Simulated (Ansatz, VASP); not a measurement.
CdS: VASP beside Ansatz

```xyz
4
Lattice="4.1440 0.0000 0.0000 -2.0720 3.5888 0.0000 0.0000 0.0000 6.7191" Properties=species:S:1:pos:R:3 pbc="T T T"
Cd    0.0000    2.3925    0.0261
Cd    2.0720    1.1963    3.3857
S     0.0000    2.3925    2.5607
S     2.0720    1.1963    5.9203
```

Alike in both runs: task single point; functional PBE-based screened hybrid; k mesh 4 × 4 × 2; occupations gaussian, width 0.05 eV; no spin polarisation.

|  | VASP | Ansatz |
| --- | --- | --- |
| version | VASP 6.6.1 | Ansatz 0.2.0 |
| potentials or method | VASP PAW PBE potentials, release 64 (Cd, S), cutoff 520 eV | scalar-relativistic, plane waves, PAW |
| valence electrons in the cell | 36 | 52 |

VASP gave:

| Property | Result |
| --- | --- |
| gap on the k mesh at the Fermi level (eV) | 1.62 |
| least direct gap on the mesh (eV) | 1.62 |
| pressure (GPa) | 2.3 |
| rms of the force components (eV/Å) | 0.004 |

**Question.** Estimate Ansatz's values.

**Answer.** gap on the k mesh at the Fermi level (eV): 1.61; least direct gap on the mesh (eV): 1.61; pressure (GPa): 2.0; rms of the force components (eV/Å): 0.004.

VASP's potentials were made for PBE, not for PBE-based screened hybrid. Atom by atom the forces differ by 0.000 eV/Å (rms over components). The functional is the same, so the differences come from potentials, cutoffs and numerics. VASP's potentials hold 36 valence electrons a cell and Ansatz's 52, so a difference there can come from the potentials and not from the codes. Ansatz's warnings: stress exchange threshold loose, stress scf threshold loose.

The k mesh is coarse, so the values compare programs but aren't converged.
